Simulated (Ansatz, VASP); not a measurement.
This is a calculation of As for Ansatz 0.2.0.

input.yaml

```yaml
crystal:
  lattice:
    - [1.8807968987, 1.0858785957, 3.5140619945]
    - [-1.8807968987, 1.0858785957, 3.5140619945]
    - [0.0, -2.1717571915, 3.5140619945]
  atoms:
    - { symbol: As, position: [0.226, 0.226, 0.226] }
    - { symbol: As, position: [0.774, 0.774, 0.774] }
hamiltonian:
  xc: pbe
  pseudopotentials: { kind: paw }
kpoints:
  mp_grid: { grid: [9, 9, 9] }
scf:
  occupations: { method: fermi_dirac, width: 0.05 }
output:
  forces: true
  stress: true
  eigenvalues: true
relax:
  f_tol: 0.01
  max_steps: 40
  cell: { stress_tol: 0.05 }
```

Potentials or basis: Ansatz PAW.

Launch:

```sh
$ ansatz run input.yaml --threads 2 --pin off --max-ram 5632MiB --backend cpu --events-out ev --progress --plain --runs-dir out
```

Q: Set up the same calculation for VASP 6.6.1. Potentials there: VASP PAW PBE potentials, release 64 (As).

A: As run (the cutoff follows the program's own potentials):

Contents of INCAR:

```
PREC = Accurate
ENCUT = 600
EDIFF = 1E-7
ISMEAR = -1
SIGMA = 0.05
LREAL = False
LASPH = True
NELM = 60
ALGO = Normal
ISIF = 3
LWAVE = False
LCHARG = False
GGA = PE
IBRION = 2
NSW = 60
EDIFFG = -0.01
```

KPOINTS

```
Automatic mesh
0
Gamma
  9 9 9
```

File POSCAR:

```
As
1.0
    1.8807968987      1.0858785957      3.5140619945
   -1.8807968987      1.0858785957      3.5140619945
    0.0000000000     -2.1717571915      3.5140619945
As
2
Direct
    0.2260000000      0.2260000000      0.2260000000
    0.7740000000      0.7740000000      0.7740000000
```

Potentials or basis: VASP PAW PBE potentials, release 64 (As).

Run with:

```console
$ cat potpaw_PBE.64/As/POTCAR > POTCAR
$ mpirun -np 1 vasp_std > vasp.out
```

Both were run:

|  | VASP | Ansatz | Ansatz less VASP |
| --- | --- | --- | --- |
| gap on the k mesh at the Fermi level, each at its own relaxed structure (eV) | none | none | - |
| relaxed volume (Å³/atom) | 22.59 | 22.63 | +0.037 |
| relaxed cell length with the largest relative difference (Å) | 4.208 | 4.222 | +0.0138 |

A gap of «none» marks a metal or a gap that the smearing closes. VASP's potentials hold 10 valence electrons a cell and Ansatz's 30, so a difference there can come from the potentials and not from the codes.

Noted on Ansatz's run: the plane-wave basis is chosen anew once the cell has moved, so the energies of steps on either side of that aren't comparable.
